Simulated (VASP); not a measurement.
Input of a VASP 6.6.1 run:

The input POSCAR:

```
BaS
1.0
    0.0000000000      3.2119099264      3.2119099264
    3.2119099264      0.0000000000      3.2119099264
    3.2119099264      3.2119099264      0.0000000000
Ba S
1 1
Direct
    0.0000000000      0.0000000000      0.0000000000
    0.5000000000      0.5000000000      0.5000000000
```

INCAR.step1

```
SYSTEM = BaS
PREC = Accurate
ENCUT = 520
EDIFF = 1E-5
ISMEAR = 0
SIGMA = 0.01
LREAL = .False.
LASPH = .True.
NELM = 100
ALGO = Normal
ISIF = 2
LWAVE = .True.
LCHARG = .False.
GGA = PE
NBANDS = 15
```

Contents of INCAR.step2:

```
SYSTEM = BaS
PREC = Accurate
ENCUT = 520
EDIFF = 1E-6
ISMEAR = 0
SIGMA = 0.01
LREAL = .False.
LASPH = .True.
NELM = 100
ALGO = Normal
ISIF = 2
LWAVE = .False.
LCHARG = .False.
GGA = PE
LHFCALC = .True.
AEXX = 0.05
HFSCREEN = 0.1
PRECFOCK = Normal
ISTART = 1
NBANDS = 15
```

The input KPOINTS:

```
regular mesh
0
Gamma
  4 4 4
  0 0 0
```

Potentials or basis: VASP PAW PBE potentials, release 64 (Ba_sv, S).

Launch:

```sh
$ cat potpaw_PBE.64/Ba_sv/POTCAR potpaw_PBE.64/S/POTCAR > POTCAR
$ cp INCAR.step1 INCAR
$ mpirun -np 1 vasp_std > vasp.out
$ cp INCAR.step2 INCAR
$ mpirun -np 1 vasp_std > vasp.out
```

(1) Predict the band gap on the k mesh.

(2) Predict the pressure.

## Answers

(1) 2.37 eV (least direct gap 2.52 eV).

(2) 0.6 GPa.

Caveat: the k points lie up to 0.42 Å⁻¹ apart; the PAW data sets were made with another functional, which shifts forces and pressure a little; spin-orbit coupling is left out, which moves the levels of the heavy elements.
